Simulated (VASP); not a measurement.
# BAs: relaxation of cell and atoms with PBE

BAs:

```
B As
1.0
     0.00000    2.40441    2.40441
     2.40441    0.00000    2.40441
     2.40441    2.40441    0.00000
B As
1 1
Direct
  0.00000 0.00000 0.00000
  0.75000 0.75000 0.75000
```

| Item | Value |
| --- | --- |
| Program | VASP 6.6.1 |
| Task | relaxation of cell and atoms |
| Functional | PBE |
| Potentials or basis | VASP PAW PBE potentials, release 64 (B, As) |
| Cutoff | 600 eV |
| k mesh | 10 × 10 × 10 |
| Occupations | gaussian, width 0.01 eV |
| Spin | no spin polarisation |
| Dipole correction | no |
| Further INCAR settings | ALGO = Normal; EDIFF = 1e-07; IBRION = 2; EDIFFG = -0.001; NSW = 80; ISIF = 3 |

```
Relaxed volume                         : 13.97 Å³/atom
Relaxed cell                           : a = 3.406 Å, b = 3.406 Å, c = 3.406 Å, α = 60.00°, β = 60.00°, γ = 60.00°
Space group after relaxing (to 0.05 Å) : F-43m (No. 216)
Energy gained by relaxing              : 0.1 meV/atom
Ionic steps                            : 4
Pressure after relaxing                : 0.0 GPa
Band gap on the k mesh                 : 1.20 eV, indirect (least direct gap 3.25 eV)
```

Step by step:
| step | energy change (eV) | largest force (eV/Å) | pressure (GPa) | volume (Å³) |
| --- | --- | --- | --- | --- |
| 1 | 0.0000 | 0.0000 | 0.63 | 27.80 |
| 2 | -0.0001 | 0.0000 | -0.42 | 28.02 |
| 3 | -0.0003 | 0.0000 | 0.01 | 27.93 |
| 4 | -0.0003 | 0.0000 | 0.00 | 27.93 |

Final structure:
```
B As
1.0
     0.00000    2.40821    2.40821
     2.40821    0.00000    2.40821
     2.40821    2.40821    0.00000
B As
1 1
Direct
  0.00000 0.00000 0.00000
  0.75000 0.75000 0.75000
```

Levels at points of the mesh, in eV from the valence-band top:
```tsv
k point	band 1	band 2	band 3	band 4	band 5	band 6	band 7	band 8
(0.00, 0.00, 0.00)	-15.18	0.00	0.00	0.00	3.25	3.25	3.25	4.38
(0.50, 0.00, 0.00)	-12.40	-8.61	-1.78	-1.78	2.55	4.75	4.75	8.82
(0.50, 0.50, 0.00)	-11.12	-8.39	-3.98	-3.98	1.46	1.46	11.13	11.13
```

It took 14 s on 1 thread of Intel(R) Xeon(R) 6975P-C (Granite Rapids) (shared host), peak memory 0.17 GiB.

A k mesh can miss the band edges. Zero-point motion and thermal expansion aren't in these numbers.
